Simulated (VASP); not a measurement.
Crystal: Os.

```xyz
2
Lattice="2.7394 0.0000 0.0000 -1.3697 2.3724 0.0000 0.0000 0.0000 4.3138" Properties=species:S:1:pos:R:3 pbc="T T T"
Os    0.0000    1.5816    1.0785
Os    1.3697    0.7908    3.2354
```

Base run:

```yaml
Program: VASP 6.6.1
Functional: r2SCAN
Potentials_or_basis: VASP PAW PBE potentials, release 64 (Os_sv_GW)
Cutoff: 620 eV
k_mesh: 13 × 13 × 7
Occupations: gaussian, width 0.6 eV
Spin: no spin polarisation
```

Its results: band gap on the k mesh zero (bands 16 and 17 overlap by 3.99 eV); pressure 0.1 GPa.

Task: The run is repeated on the same cell with these changes: occupations from gaussian, width 0.6 eV to gaussian, width 0.1 eV. What comes out?

Result: Band gap on the k mesh zero (bands 16 and 17 overlap by 3.99 eV); pressure -1.0 GPa.

Caveats: the PAW data sets were made with another functional, which shifts forces and pressure a little; spin-orbit coupling is left out, which moves the levels of the heavy elements; so wide a smearing shifts energies and pressures (at least some runs).
